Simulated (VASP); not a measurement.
# Sn (I4/mmm) in VASP: further runs, part 2 of 3

VASP 6.6.1.

**3. Single point, PBE+D3(BJ)**

This run uses another cell than the first one, of 26.52 Å³/atom, 1.058 times its volume.

INCAR

```
ALGO = Normal
EDIFF = 1E-7
ENCUT = 520
GGA = PE
ISIF = 2
ISMEAR = -1
IVDW = 12
LASPH = True
LCHARG = False
LREAL = False
LWAVE = False
NBANDS = 13
NELM = 60
PREC = Accurate
SIGMA = 0.05
```

KPOINTS

```
k-points
0
Gamma
  10 10 10
```

POSCAR

```
Sn
1.0
   -1.9968720250      1.9968720250      1.6627704153
    1.9968720250     -1.9968720250      1.6627704153
    1.9968720250      1.9968720250     -1.6627704153
Sn
1
Direct
    0.0000000000      0.0000000000      0.0000000000
```

Potentials or basis: VASP PAW PBE potentials, release 64 (Sn_d).

On the command line:

```console
$ cat potpaw_PBE.64/Sn_d/POTCAR > POTCAR
$ mpirun -np 1 vasp_std > vasp.out
```

OUTCAR:

```text
EDIFF = 1E-7
   ENCUT = 520
   GGA = PE
   ISIF = 2
   ISMEAR = -1
   IVDW = 12
   LASPH = True
   LREAL = False
   NELM = 60
   PREC = Accurate
 IVDW          = 12

 ion  position               nearest neighbor table
   1  0.000  0.000  0.000-

  LATTYP: Found a body centered tetragonal cell.
 ALAT       =     3.9937440500
 C/A-ratio  =     0.8326875205

  Lattice vectors:

 A1 = (  -1.9968720250,   1.9968720250,   1.6627704153)
 A2 = (   1.9968720250,  -1.9968720250,   1.6627704153)
 A3 = (   1.9968720250,   1.9968720250,  -1.6627704153)

Analysis of symmetry for initial positions (statically):
=====================================================================
 Subroutine PRICEL returns:
 Original cell was already a primitive cell.

 Routine SETGRP: Setting up the symmetry group for a
 body centered tetragonal supercell.

 Subroutine GETGRP returns: Found 16 space group operations
 (whereof 16 operations were pure point group operations)
 out of a pool of 16 trial point group operations.

The static configuration has the point symmetry D_4h.

Analysis of symmetry for dynamics (positions and initial velocities):
=====================================================================
 Subroutine PRICEL returns:
 Original cell was already a primitive cell.

 Routine SETGRP: Setting up the symmetry group for a
 body centered tetragonal supercell.

 Subroutine GETGRP returns: Found 16 space group operations
 (whereof 16 operations were pure point group operations)
 out of a pool of 16 trial point group operations.

The dynamic configuration has the point symmetry D_4h.

 Subroutine INISYM returns: Found 16 space group operations
 (whereof 16 operations are pure point group operations),
 and found     1 'primitive' translations

----------------------------------------------------------------------------------------

                                     Primitive cell

  volume of cell :      26.5212

  direct lattice vectors                    reciprocal lattice vectors
    -1.996872025  1.996872025  1.662770415     0.000000000  0.250391609  0.300702969
     1.996872025 -1.996872025  1.662770415     0.250391609  0.000000000  0.300702969
     1.996872025  1.996872025 -1.662770415     0.250391609  0.250391609  0.000000000

  length of vectors
     3.277163594  3.277163594  3.277163594     0.391303250  0.391303250  0.354107210

  position of ions in fractional coordinates (direct lattice)
     0.000000000  0.000000000  0.000000000

  ion indices of the primitive-cell ions
   primitive index   ion index
                 1           1

----------------------------------------------------------------------------------------

 KPOINTS: k-points

Automatic generation of k-mesh.
 Grid dimensions read from file:
 generate k-points for:   10   10   10

 Generating k-lattice:

  Cartesian coordinates                     Fractional coordinates (reciprocal lattice)
     0.000000000  0.025039161  0.030070297     0.100000000  0.000000000  0.000000000
     0.025039161  0.000000000  0.030070297     0.000000000  0.100000000  0.000000000
     0.025039161  0.025039161  0.000000000     0.000000000  0.000000000  0.100000000

  Length of vectors
     0.039130325  0.039130325  0.035410721

  Shift w.r.t. Gamma in fractional coordinates (k-lattice)
     0.000000000  0.000000000  0.000000000

 Subroutine IBZKPT returns following result:
 ===========================================

 Found    102 irreducible k-points:

 Following reciprocal coordinates:
            Coordinates               Weight
  0.000000  0.000000  0.000000      1.000000
  0.100000  0.000000 -0.000000      8.000000
  0.200000  0.000000 -0.000000      8.000000
  0.300000  0.000000 -0.000000      8.000000
  0.400000  0.000000 -0.000000      8.000000
  0.500000  0.000000 -0.000000      4.000000
[... 16 lines left out ...]
  0.300000  0.300000 -0.000000      8.000000
  0.400000  0.300000 -0.000000     16.000000
 [... further k-points ...]
   k-points           NKPTS =    102   k-points in BZ     NKDIM =    102   number of bands    NBANDS=     13
   number of dos      NEDOS =    301   number of ions     NIONS =      1
   total plane-waves  NPLWV =  13824
   dimension x,y,z NGX =    24 NGY =   24 NGZ =   24
   dimension x,y,z NGXF=    48 NGYF=   48 NGZF=   48
   ions per type =               1
   NGX,Y,Z   is equivalent  to a cutoff of  12.17, 12.17, 12.17 a.u.
   NGXF,Y,Z  is equivalent  to a cutoff of  24.35, 24.35, 24.35 a.u.
 SYSTEM =  unknown system
   PREC   = accura    normal or accurate (medium, high low for compatibility)
   ISTART =      0    job   : 0-new  1-cont  2-samecut
   ICHARG =      2    charge: 1-file 2-atom 10-const
   ISPIN  =      1    spin polarized calculation?
   LNONCOLLINEAR =      F non collinear calculations
   LSORBIT =      F    spin-orbit coupling
   LASPH  =      T    aspherical Exc in radial PAW
   ENCUT  =  520.0 eV  38.22 Ry    6.18 a.u.   6.09  6.09  6.09*2*pi/ulx,y,z
   NELM   =     60;   NELMIN=  2; NELMDL= -5     # of ELM steps
   EDIFF  = 0.1E-06   stopping-criterion for ELM
   LREAL  =      F    real-space projection
   EDIFFG = 0.1E-05   stopping-criterion for IOM
   NSW    =      0    number of steps for IOM
   IBRION =     -1    ionic relax: 0-MD 1-quasi-New 2-CG
   NFREE  =      0    steps in history (QN), initial steepest desc. (CG)
   ISIF   =      2    stress and relaxation
   ISYM   =      2    0-nonsym 1-usesym 2-fastsym
   POTIM  = 0.5000    time-step for ionic-motion
   TEBEG  =    0.0;   TEEND  =   0.0 temperature during run
   PSTRESS=    0.0 pullay stress
   NELECT =      14.0000    total number of electrons
   NUPDOWN=      -1.0000    fix difference up-down
   EMIN   =  10.00;   EMAX   =-10.00  energy-range for DOS
   EFERMI =   0.00;   METHOD = LEGACY
   ISMEAR =    -1;   SIGMA  =   0.05  broadening in eV -4-tet -1-fermi 0-gaus
   EFERMI_NEDOS =   21; number of points for ismear=-14 and -15
   IALGO  =     38    algorithm
   IMIX   =      4    mixing-type and parameters
     AMIX     =   0.40;   BMIX     =  1.00
     AMIX_MAG =   1.60;   BMIX_MAG =  1.00
  volume/ion in A,a.u.               =      26.52       178.97
  Fermi-wavevector in a.u.,A,eV,Ry     =   1.323081  2.500261 23.817606  1.750545
  Thomas-Fermi vector in A             =   2.452716
   LORBIT       =      0    0 simple, 1 ext, 2 COOP (PROOUT), +10 PAW based schemes
   GGA     = PE    functional components
   LHFCALC =     F    Hartree Fock is set to
   AEXX    =    0.0000 exact exchange contribution
   IVDW    =    12    specifies the selected vdW correction
   LEPSILON=     F    determine dielectric tensor
   LRPA    =     F    only Hartree local field effects (RPA)
 non-spin polarized calculation
  energy-cutoff  :      520.00
  volume of cell :       26.52
 maximum number of plane-waves:       738
   NGX = 13   NGY = 13   NGZ = 13

 number of electron      14.0000003 magnetization

 Free energy of the ion-electron system (eV)
  ---------------------------------------------------
  ext. energy  EPLUGINS =         0.00000000
  ---------------------------------------------------
  free energy    TOTEN  =        -3.77206370 eV

  energy without entropy =       -3.76734149  energy(sigma->0) =       -3.76970259

 E-fermi :   8.3438     XC(G=0): -10.4762

 val. band max:        8.3403889386   @ k =   0.5000   0.5000   0.4000
 cond. band min:       8.3872902703   @ k =   0.4000   0.3000   0.1000
 fundamental gap:      0.0469013316
 Fermi energy:         8.3437806545

 k-point     1 :       0.0000    0.0000    0.0000
  band No.  band energies     occupation
      1     -13.2258      2.00000
      2     -13.1523      2.00000
      3     -13.1523      2.00000
      4     -13.1311      2.00000
      5     -13.0177      2.00000
      6      -2.9024      2.00000
      7      15.4900      0.00000
      8      15.4900      0.00000
      9      17.8704      0.00000
     10      18.9815      0.00000
     11      20.1989      0.00000
     12      20.8745      0.00000
     13      20.8745      0.00000
[... 353 lines left out ...]
 k-point    24 :       0.4000    0.3000   -0.0000
  band No.  band energies     occupation
      1     -13.2003      2.00000
      2     -13.1116      2.00000
      3     -13.0829      2.00000
      4     -13.0484      2.00000
      5     -13.0248      2.00000
      6       2.3531      2.00000
      7       5.6942      2.00000
      8       7.1508      2.00000
      9      12.8679      0.00000
     10      17.8228      0.00000
     11      19.9101      0.00000
     12      24.2348      0.00000
     13      24.9623      0.00000

 [... further k-points ...]

------------------------ aborting loop because EDIFF is reached ----------------------------------------

 Edisp (eV)   -0.39490

 E8    (eV) :    -0.1896

  FORCE on cell =-STRESS in cart. coord.  units (eV):
  Direction    XX          YY          ZZ          XY          YZ          ZX
  --------------------------------------------------------------------------------------
  -------------------------------------------------------------------------------------
  Total      -0.01032    -0.01032    -0.00776     0.00000     0.00000     0.00000
  in kB      -0.62366    -0.62366    -0.46865     0.00000     0.00000     0.00000
  external pressure =       -0.57 kB  Pullay stress =        0.00 kB

 VOLUME and BASIS-vectors are now :
 -----------------------------------------------------------------------------
  energy-cutoff  :      520.00
  volume of cell :       26.52
      direct lattice vectors                 reciprocal lattice vectors
    -1.996872025  1.996872025  1.662770415     0.000000000  0.250391609  0.300702969
     1.996872025 -1.996872025  1.662770415     0.250391609  0.000000000  0.300702969
     1.996872025  1.996872025 -1.662770415     0.250391609  0.250391609  0.000000000

 POSITION                                       TOTAL-FORCE (eV/Angst)
 -----------------------------------------------------------------------------------
      0.00000      0.00000      0.00000        -0.000000      0.000000     -0.000000
 -----------------------------------------------------------------------------------
    total drift:                                0.000000      0.000000      0.000000

  FREE ENERGIE OF THE ION-ELECTRON SYSTEM (eV)
  ---------------------------------------------------
  free  energy   TOTEN  =        -4.1669677292 eV

  energy  without entropy=       -4.1622455226  energy(sigma->0) =       -4.16460663
```

OSZICAR:

```text
N       E                     dE             d eps       ncg     rms          rms(c)
DAV:   1     0.813671805578E+02    0.81367E+02   -0.71932E+03  2735   0.162E+03
DAV:   2     0.192124735540E+01   -0.79446E+02   -0.76561E+02  2797   0.343E+02
DAV:   3    -0.366896166723E+01   -0.55902E+01   -0.55733E+01  3170   0.735E+01
DAV:   4    -0.378218126075E+01   -0.11322E+00   -0.11320E+00  3092   0.111E+01
DAV:   5    -0.378600088137E+01   -0.38196E-02   -0.38196E-02  3467   0.201E+00    0.141E+00
DAV:   6    -0.377567223570E+01    0.10329E-01   -0.10643E-02  3396   0.181E+00    0.783E-01
DAV:   7    -0.377220103430E+01    0.34712E-02   -0.69352E-03  3307   0.141E+00    0.102E-01
DAV:   8    -0.377206287871E+01    0.13816E-03   -0.70017E-04  3267   0.445E-01    0.229E-02
DAV:   9    -0.377206290218E+01   -0.23476E-07   -0.13076E-05  3701   0.462E-02    0.134E-02
DAV:  10    -0.377206368258E+01   -0.78040E-06   -0.16771E-06  3199   0.142E-02    0.105E-03
DAV:  11    -0.377206378961E+01   -0.10703E-06   -0.52410E-08  2226   0.350E-03    0.119E-04
DAV:  12    -0.377206368281E+01    0.10680E-06   -0.13532E-08  1651   0.184E-03    0.937E-05
DAV:  13    -0.377206369513E+01   -0.12324E-07   -0.41890E-09  1551   0.936E-04
   1 F= -.41669677E+01 E0= -.41646066E+01  d E =-.472221E-02
```

stdout:

```text
POSCAR found type information on POSCAR Sn
 POSCAR found :  1 types and       1 ions
 scaLAPACK will be used
 LDA part: xc-table for (Slater+PW92), standard interpolation
 POSCAR, INCAR and KPOINTS ok, starting setup
 FFT: planning ... GRIDC
 FFT: planning ... GRID_SOFT
 FFT: planning ... GRID
 WAVECAR not read
 entering main loop
```

Wall time 15 s (1 thread of Intel Xeon Platinum 8259CL at 2.50GHz (Skylake/Cascade Lake), shared host); peak memory 0.17 GiB.

Results:

```
Free energy                : -4.1670 eV
Pressure                   : -0.1 GPa
Band gap on the k mesh     : zero (band 7 reaches 15.49 eV, above the bottom of band 8 at 6.21 eV)
Dispersion energy per atom : -0.395 eV
```

Caveat: spin-orbit coupling is left out, which moves the levels of the heavy elements; pairwise dispersion overbinds metals, which lowers pressure and volume.

(Continued in part 3 of 3.)
